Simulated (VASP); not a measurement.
Set up this calculation in VASP 6.6.1, as the native input.

```
Task                   : single point
Functional             : LDA
Potentials or basis    : VASP PAW LDA potentials, release 64 (Al)
Cutoff                 : 500 eV
k mesh                 : 11 × 11 × 11
Occupations            : fermi-dirac, width 0.1 eV
Spin                   : no spin polarisation
Dipole correction      : no
Further INCAR settings : ALGO = Normal; EDIFF = 1e-06; NBANDS = 8
```

The structure of Al lies in POSCAR:

```
Al
1.0
    0.0000000000      1.9931970901      1.9931970901
    1.9931970901      0.0000000000      1.9931970901
    1.9931970901      1.9931970901      0.0000000000
Al
1
Direct
    0.0000000000      0.0000000000      0.0000000000
```

The input as run:

INCAR

```
ALGO     = Normal         # electronic algorithm
EDIFF    = 1E-6           # SCF threshold, eV
ENCUT    = 500            # plane-wave cutoff, eV
GGA      = CA             # functional
GGA_COMPAT= False        
ISIF     = 2              # what is computed and relaxed
ISMEAR   = -1             # smearing method
LASPH    = True           # aspherical terms in the spheres
LCHARG   = True           # write CHGCAR
LELF     = True           # ELF
LREAL    = False          # projectors in reciprocal space
LVHAR    = True         
LWAVE    = False          # write WAVECAR
NBANDS   = 8              # bands
NELM     = 120            # most SCF steps
PREC     = Accurate       # precision mode
SIGMA    = 0.1            # smearing width, eV
```

KPOINTS

```
k-points
0
Gamma
  11 11 11
```

Potentials or basis: VASP PAW LDA potentials, release 64 (Al).

The run is started by

```bash
$ cat potpaw_LDA.64/Al/POTCAR > POTCAR
$ mpirun -np 1 vasp_std > vasp.out
```

Results of the run:

```json
{
 "Pressure": "0.0 GPa",
 "Band gap on the k mesh": "zero (an odd number of electrons rules out a gap without spin polarisation)"
}
```

Run time: 19 s on 1 thread of AMD EPYC 7R43 64-Core Processor (Zen 3), on a shared host, peak memory 0.08 GiB.
